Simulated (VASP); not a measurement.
# SiNi (NiAs type) (P6_3/mmc) in VASP: further runs

The runs below take SiNi (NiAs type) through single point, with PBE.

Program: VASP 6.6.1. These are calculated values, not measurements. Logs are shortened: lines on timing, memory, paths and dates and some standing lists are left out, and cuts for length are marked.

### 1 The cell of the first run

It takes space group P6_3/mmc (No. 194, hexagonal). The conventional cell has a = 2.971 Å, b = 2.971 Å, c = 4.331 Å, α = 90.00°, β = 90.00°, γ = 120.00°. Ni (site symmetry -3m) has 6 Si at 2.03 Å and 2 Ni at 2.17 Å within 2.7 Å. Within 2.7 Å of Si (site symmetry -6m2) lie 6 Ni at 2.03 Å.

### 2 Single point, PBE

File INCAR:

```
PREC     = Accurate       # precision mode
ENCUT    = 520            # plane-wave cutoff, eV
EDIFF    = 1E-6           # SCF threshold, eV
ISMEAR   = -1             # smearing method
SIGMA    = 0.1            # smearing width, eV
LREAL    = False          # projectors in reciprocal space
LASPH    = True           # aspherical terms in the spheres
NELM     = 100            # most SCF steps
ALGO     = Normal         # electronic algorithm
ISIF     = 2              # what is computed and relaxed
LWAVE    = False          # write WAVECAR
LCHARG   = True           # write CHGCAR
GGA      = PE             # functional
LELF     = True           # ELF
LVHAR    = True         
NBANDS   = 22             # bands
```

File KPOINTS:

```
Automatic mesh
0
Gamma
  13 13 7
```

File POSCAR:

```
SiNi
1.0
    2.9714960304      0.0000000000      0.0000000000
   -1.4857480152      2.5733910495      0.0000000000
    0.0000000000      0.0000000000      4.3313587205
Ni Si
2 2
Direct
    0.0000000000      0.0000000000      0.0000000000
    0.0000000000      0.0000000000      0.5000000000
    0.3333333333      0.6666666667      0.2500000000
    0.6666666667      0.3333333333      0.7500000000
```

Potentials or basis: VASP PAW PBE potentials, release 64 (Ni, Si).

Run with:

```sh
$ cat potpaw_PBE.64/Ni/POTCAR potpaw_PBE.64/Si/POTCAR > POTCAR
$ mpirun -np 1 vasp_std > vasp.out
```

OUTCAR:

```text
PREC = Accurate
   ENCUT = 520
   EDIFF = 1E-6
   ISMEAR = -1
   LREAL = False
   LASPH = True
   NELM = 100
   ISIF = 2
   GGA = PE

 ion  position               nearest neighbor table
   1  0.000  0.000  0.000-   3 2.03   4 2.03   3 2.03   4 2.03   4 2.03   3 2.03   2 2.17   2 2.17

   2  0.000  0.000  0.500-   3 2.03   4 2.03   3 2.03   4 2.03   4 2.03   3 2.03   1 2.17   1 2.17

   3  0.333  0.667  0.250-   1 2.03   2 2.03   1 2.03   2 2.03   1 2.03   2 2.03   4 2.76   4 2.76
                             4 2.76   4 2.76   4 2.76   4 2.76
   4  0.667  0.333  0.750-   1 2.03   2 2.03   1 2.03   2 2.03   1 2.03   2 2.03   3 2.76   3 2.76
                             3 2.76   3 2.76   3 2.76   3 2.76

  LATTYP: Found a hexagonal cell.
 ALAT       =     2.9714960304
 C/A-ratio  =     1.4576357081

  Lattice vectors:

 A1 = (   2.9714960304,   0.0000000000,   0.0000000000)
 A2 = (  -1.4857480152,   2.5733910495,   0.0000000000)
 A3 = (   0.0000000000,   0.0000000000,   4.3313587205)

Analysis of symmetry for initial positions (statically):
=====================================================================
 Subroutine PRICEL returns:
 Original cell was already a primitive cell.

 Routine SETGRP: Setting up the symmetry group for a
 hexagonal supercell.

 Subroutine GETGRP returns: Found 24 space group operations
 (whereof 12 operations were pure point group operations)
 out of a pool of 24 trial point group operations.

The static configuration has the point symmetry D_3d.
 The point group associated with its full space group is D_6h.

Analysis of symmetry for dynamics (positions and initial velocities):
=====================================================================
 Subroutine PRICEL returns:
 Original cell was already a primitive cell.

 Routine SETGRP: Setting up the symmetry group for a
 hexagonal supercell.

 Subroutine GETGRP returns: Found 24 space group operations
 (whereof 12 operations were pure point group operations)
 out of a pool of 24 trial point group operations.

The dynamic configuration has the point symmetry D_3d.
 The point group associated with its full space group is D_6h.

 Subroutine INISYM returns: Found 24 space group operations
 (whereof 12 operations are pure point group operations),
 and found     1 'primitive' translations

----------------------------------------------------------------------------------------

[... 83 lines left out ...]
   ions per type =               2   2
   NGX,Y,Z   is equivalent  to a cutoff of  13.43, 13.43, 12.28 a.u.
   NGXF,Y,Z  is equivalent  to a cutoff of  26.85, 26.85, 24.56 a.u.
 SYSTEM =  unknown system
   PREC   = accura    normal or accurate (medium, high low for compatibility)
   ISTART =      0    job   : 0-new  1-cont  2-samecut
   ICHARG =      2    charge: 1-file 2-atom 10-const
   ISPIN  =      1    spin polarized calculation?
   LNONCOLLINEAR =      F non collinear calculations
   LSORBIT =      F    spin-orbit coupling
   LASPH  =      T    aspherical Exc in radial PAW
   ENCUT  =  520.0 eV  38.22 Ry    6.18 a.u.   5.53  5.53  8.05*2*pi/ulx,y,z
   NELM   =    100;   NELMIN=  2; NELMDL= -5     # of ELM steps
   EDIFF  = 0.1E-05   stopping-criterion for ELM
   LREAL  =      F    real-space projection
[... 7 lines left out ...]
   TEBEG  =    0.0;   TEEND  =   0.0 temperature during run
   PSTRESS=    0.0 pullay stress
   NELECT =      28.0000    total number of electrons
   NUPDOWN=      -1.0000    fix difference up-down
   EMIN   =  10.00;   EMAX   =-10.00  energy-range for DOS
   EFERMI =   0.00;   METHOD = LEGACY
   ISMEAR =    -1;   SIGMA  =   0.10  broadening in eV -4-tet -1-fermi 0-gaus
   EFERMI_NEDOS =   21; number of points for ismear=-14 and -15
   IALGO  =     38    algorithm
   IMIX   =      4    mixing-type and parameters
     AMIX     =   0.40;   BMIX     =  1.00
     AMIX_MAG =   1.60;   BMIX_MAG =  1.00
  volume/ion in A,a.u.               =       8.28        55.88
  Fermi-wavevector in a.u.,A,eV,Ry     =   1.547958  2.925216 32.601922  2.396174
  Thomas-Fermi vector in A             =   2.652977
   LORBIT       =      0    0 simple, 1 ext, 2 COOP (PROOUT), +10 PAW based schemes
   GGA     = PE    functional components
   LHFCALC =     F    Hartree Fock is set to
   AEXX    =    0.0000 exact exchange contribution
   IVDW    =     0    specifies the selected vdW correction
   LEPSILON=     F    determine dielectric tensor
   LRPA    =     F    only Hartree local field effects (RPA)
 non-spin polarized calculation
  energy-cutoff  :      520.00
  volume of cell :       33.12
 maximum number of plane-waves:       922
 NGX is ok and might be reduce to    24
   NGX = 11   NGY = 11   NGZ = 17

 number of electron      28.0000026 magnetization

 Free energy of the ion-electron system (eV)
  ---------------------------------------------------
  ext. energy  EPLUGINS =         0.00000000
  ---------------------------------------------------
  free energy    TOTEN  =       -16.09162811 eV

  energy without entropy =      -16.05035024  energy(sigma->0) =      -16.07098917

 E-fermi :  16.8619     XC(G=0): -14.1679

 val. band max:       16.8440251395   @ k =   0.3846   0.0769   0.2857
 cond. band min:      16.8912960524   @ k =   0.2308   0.0000   0.1429
 fundamental gap:      0.0472709129
 Fermi energy:        16.8619173140

 k-point     1 :       0.0000    0.0000    0.0000
  band No.  band energies     occupation
      1       0.5309      2.00000
      2       7.2866      2.00000
      3       8.1121      2.00000
      4      10.0600      2.00000
      5      10.1314      2.00000
      6      10.1314      2.00000
[... 589 lines left out ...]
     21      27.2080      0.00000
     22      28.0434      0.00000

 [... further k-points ...]
[... 5 lines left out ...]
  --------------------------------------------------------------------------------------
  -------------------------------------------------------------------------------------
  Total       39.2536211     39.2536211     39.1722697      0.0000000     -0.0000000      0.0000000
  in kB     1898.8261987   1898.8261986   1894.8909635      0.0000000     -0.0000000      0.0000000
  external PRESSURE =    1897.5144536 kB  Pullay stress =       0.0000000 kB

 VOLUME and BASIS-vectors are now :
 -----------------------------------------------------------------------------
  energy-cutoff  :      520.00
  volume of cell :       33.12
      direct lattice vectors                 reciprocal lattice vectors
     2.971496030  0.000000000  0.000000000     0.336530821  0.194296160  0.000000000
    -1.485748015  2.573391050  0.000000000     0.000000000  0.388592321  0.000000000
     0.000000000  0.000000000  4.331358720     0.000000000  0.000000000  0.230874436

 POSITION                                       TOTAL-FORCE (eV/Angst)
 -----------------------------------------------------------------------------------
      0.00000      0.00000      0.00000         0.000000      0.000000      0.000000
      0.00000      0.00000      2.16568         0.000000      0.000000      0.000000
     -0.00000      1.71559      1.08284        -0.000000      0.000000      0.000000
      1.48575      0.85780      3.24852         0.000000      0.000000     -0.000000
 -----------------------------------------------------------------------------------
    total drift:                               -0.000000      0.000000      0.000000

  FREE ENERGIE OF THE ION-ELECTRON SYSTEM (eV)
  ---------------------------------------------------
  free  energy   TOTEN  =       -16.0916281056 eV

  energy  without entropy=      -16.0503502429  energy(sigma->0) =      -16.07098917
```

OSZICAR:

```text
N       E                     dE             d eps       ncg     rms          rms(c)
DAV:   1     0.168925319184E+03    0.16893E+03   -0.12610E+04  3856   0.164E+03
DAV:   2    -0.887467703278E+01   -0.17780E+03   -0.16734E+03  3756   0.314E+02
DAV:   3    -0.191963725548E+02   -0.10322E+02   -0.10137E+02  4292   0.875E+01
DAV:   4    -0.194184640420E+02   -0.22209E+00   -0.22176E+00  4438   0.121E+01
DAV:   5    -0.194248354261E+02   -0.63714E-02   -0.63708E-02  4462   0.214E+00    0.290E+01
DAV:   6    -0.190170782190E+02    0.40776E+00   -0.27660E+01  4226   0.115E+02    0.146E+01
DAV:   7    -0.163587675807E+02    0.26583E+01   -0.12238E+01  4244   0.772E+01    0.903E+00
DAV:   8    -0.161194742401E+02    0.23929E+00   -0.42332E-01  5444   0.962E+00    0.208E+00
DAV:   9    -0.160919232242E+02    0.27551E-01   -0.53059E-02  5544   0.454E+00    0.433E-01
DAV:  10    -0.160916402730E+02    0.28295E-03   -0.63722E-03  4878   0.653E-01    0.156E-01
DAV:  11    -0.160916486139E+02   -0.83410E-05   -0.17937E-04  5118   0.203E-01    0.577E-02
DAV:  12    -0.160916273110E+02    0.21303E-04   -0.65881E-05  4944   0.166E-01    0.166E-02
DAV:  13    -0.160916281056E+02   -0.79466E-06   -0.53602E-06  4380   0.160E-02
   1 F= -.16091628E+02 E0= -.16070989E+02  d E =-.412779E-01
```

It took 1.8 min on 1 thread of AMD EPYC 7R13, shared host; peak memory 0.15 GiB.

Results:

| Item | Value |
| --- | --- |
| Free energy | -16.0916 eV |
| Pressure | 189.8 GPa |
| Band gap on the k mesh | zero (band 14 reaches 22.08 eV, above the bottom of band 15 at 14.70 eV) |

Levels at points of the mesh, in eV from the Fermi level:
```
           k point  band 12  band 13  band 14  band 15  band 16  band 17
(0.00, 0.00, 0.00)    -2.92     0.21     3.88     3.88     6.86     7.38
```

Spin polarisation is off, so any magnetic state and its effect on volume and gap are missing.

### 3 Single point, PBE

File INCAR:

```
SYSTEM = SiNi
ALGO = Normal
EDIFF = 1E-7
ENCUT = 520
GGA = PE
ISIF = 2
ISMEAR = -1
LASPH = .True.
LCHARG = .False.
LREAL = .False.
LWAVE = .False.
NBANDS = 22
NELM = 80
PREC = Accurate
SIGMA = 0.1
```

File KPOINTS:

```
k-points
0
Gamma
  13 13 7
  0 0 0
```

POSCAR is that of step 2.

Potentials or basis: VASP PAW PBE potentials, release 64 (Ni, Si).

Run with:

```sh
$ cat potpaw_PBE.64/Ni/POTCAR potpaw_PBE.64/Si/POTCAR > POTCAR
$ mpirun -np 1 vasp_std > vasp.out
```

OUTCAR:

```text
SYSTEM = SiNi
   EDIFF = 1E-7
   ENCUT = 520
   GGA = PE
   ISIF = 2
   ISMEAR = -1
   LASPH = .True.
   LREAL = .False.
   NELM = 80
   PREC = Accurate

 ion  position               nearest neighbor table
   1  0.000  0.000  0.000-   3 2.03   4 2.03   3 2.03   4 2.03   4 2.03   3 2.03   2 2.17   2 2.17

   2  0.000  0.000  0.500-   3 2.03   4 2.03   3 2.03   4 2.03   4 2.03   3 2.03   1 2.17   1 2.17

   3  0.333  0.667  0.250-   1 2.03   2 2.03   1 2.03   2 2.03   1 2.03   2 2.03   4 2.76   4 2.76
                             4 2.76   4 2.76   4 2.76   4 2.76
   4  0.667  0.333  0.750-   1 2.03   2 2.03   1 2.03   2 2.03   1 2.03   2 2.03   3 2.76   3 2.76
                             3 2.76   3 2.76   3 2.76   3 2.76

  LATTYP: Found a hexagonal cell.
 ALAT       =     2.9714960304
 C/A-ratio  =     1.4576357081

  Lattice vectors:

 A1 = (   2.9714960304,   0.0000000000,   0.0000000000)
 A2 = (  -1.4857480152,   2.5733910495,   0.0000000000)
 A3 = (   0.0000000000,   0.0000000000,   4.3313587205)

Analysis of symmetry for initial positions (statically):
=====================================================================
 Subroutine PRICEL returns:
 Original cell was already a primitive cell.

 Routine SETGRP: Setting up the symmetry group for a
 hexagonal supercell.

 Subroutine GETGRP returns: Found 24 space group operations
 (whereof 12 operations were pure point group operations)
 out of a pool of 24 trial point group operations.

The static configuration has the point symmetry D_3d.
 The point group associated with its full space group is D_6h.

Analysis of symmetry for dynamics (positions and initial velocities):
=====================================================================
 Subroutine PRICEL returns:
 Original cell was already a primitive cell.

 Routine SETGRP: Setting up the symmetry group for a
 hexagonal supercell.

[... 120 lines left out ...]
   NELECT =      28.0000    total number of electrons
   NUPDOWN=      -1.0000    fix difference up-down
   EMIN   =  10.00;   EMAX   =-10.00  energy-range for DOS
   EFERMI =   0.00;   METHOD = LEGACY
   ISMEAR =    -1;   SIGMA  =   0.10  broadening in eV -4-tet -1-fermi 0-gaus
   EFERMI_NEDOS =   21; number of points for ismear=-14 and -15
   IALGO  =     38    algorithm
   IMIX   =      4    mixing-type and parameters
     AMIX     =   0.40;   BMIX     =  1.00
     AMIX_MAG =   1.60;   BMIX_MAG =  1.00
  volume/ion in A,a.u.               =       8.28        55.88
  Fermi-wavevector in a.u.,A,eV,Ry     =   1.547958  2.925216 32.601922  2.396174
  Thomas-Fermi vector in A             =   2.652977
   LORBIT       =      0    0 simple, 1 ext, 2 COOP (PROOUT), +10 PAW based schemes
   GGA     = PE    functional components
   LHFCALC =     F    Hartree Fock is set to
   AEXX    =    0.0000 exact exchange contribution
   IVDW    =     0    specifies the selected vdW correction
   LEPSILON=     F    determine dielectric tensor
   LRPA    =     F    only Hartree local field effects (RPA)
 non-spin polarized calculation
  energy-cutoff  :      520.00
  volume of cell :       33.12
 maximum number of plane-waves:       922
 NGX is ok and might be reduce to    24
   NGX = 11   NGY = 11   NGZ = 17

 number of electron      28.0000026 magnetization

 Free energy of the ion-electron system (eV)
  ---------------------------------------------------
  ext. energy  EPLUGINS =         0.00000000
  ---------------------------------------------------
  free energy    TOTEN  =       -16.09162855 eV

  energy without entropy =      -16.05035012  energy(sigma->0) =      -16.07098934

 E-fermi :  16.8617     XC(G=0): -14.1679

 val. band max:       16.8439613662   @ k =   0.3846   0.0769   0.2857
 cond. band min:      16.8910196096   @ k =   0.2308   0.0000   0.1429
 fundamental gap:      0.0470582434
 Fermi energy:        16.8617403415

 k-point     1 :       0.0000    0.0000    0.0000
  band No.  band energies     occupation
      1       0.5310      2.00000
      2       7.2865      2.00000
      3       8.1123      2.00000
      4      10.0597      2.00000
      5      10.1311      2.00000
      6      10.1311      2.00000
[... 589 lines left out ...]
     21      27.2081      0.00000
     22      28.0436      0.00000

 [... further k-points ...]
[... 5 lines left out ...]
  --------------------------------------------------------------------------------------
  -------------------------------------------------------------------------------------
  Total       39.2797186     39.2797186     39.1975833      0.0000000      0.0000000     -0.0000000
  in kB     1900.0886184   1900.0886183   1896.1154645      0.0000000      0.0000000     -0.0000000
  external PRESSURE =    1898.7642337 kB  Pullay stress =       0.0000000 kB

 VOLUME and BASIS-vectors are now :
 -----------------------------------------------------------------------------
  energy-cutoff  :      520.00
  volume of cell :       33.12
      direct lattice vectors                 reciprocal lattice vectors
     2.971496030  0.000000000  0.000000000     0.336530821  0.194296160  0.000000000
    -1.485748015  2.573391050  0.000000000     0.000000000  0.388592321  0.000000000
     0.000000000  0.000000000  4.331358720     0.000000000  0.000000000  0.230874436

 POSITION                                       TOTAL-FORCE (eV/Angst)
 -----------------------------------------------------------------------------------
      0.00000      0.00000      0.00000        -0.000000      0.000000     -0.000000
      0.00000      0.00000      2.16568        -0.000000      0.000000     -0.000000
     -0.00000      1.71559      1.08284         0.000000      0.000000      0.000000
      1.48575      0.85780      3.24852        -0.000000     -0.000000      0.000000
 -----------------------------------------------------------------------------------
    total drift:                               -0.000000      0.000000      0.000000

  FREE ENERGIE OF THE ION-ELECTRON SYSTEM (eV)
  ---------------------------------------------------
  free  energy   TOTEN  =       -16.0916285520 eV

  energy  without entropy=      -16.0503501219  energy(sigma->0) =      -16.07098934
```

Run time: 2.1 min. Hardware: 1 thread of AMD EPYC 7R13, shared host; peak memory 0.16 GiB.

What came out:

| Item | Value |
| --- | --- |
| Free energy | -16.0916 eV |
| Pressure | 189.9 GPa |
| Band gap on the k mesh | zero (band 14 reaches 22.08 eV, above the bottom of band 15 at 14.70 eV) |

Stress tensor (GPa, compression positive):
```
190.01   0.00   0.00
  0.00 190.01   0.00
  0.00   0.00 189.61
```

Spin polarisation is off, so any magnetic state and its effect on volume and gap are missing.
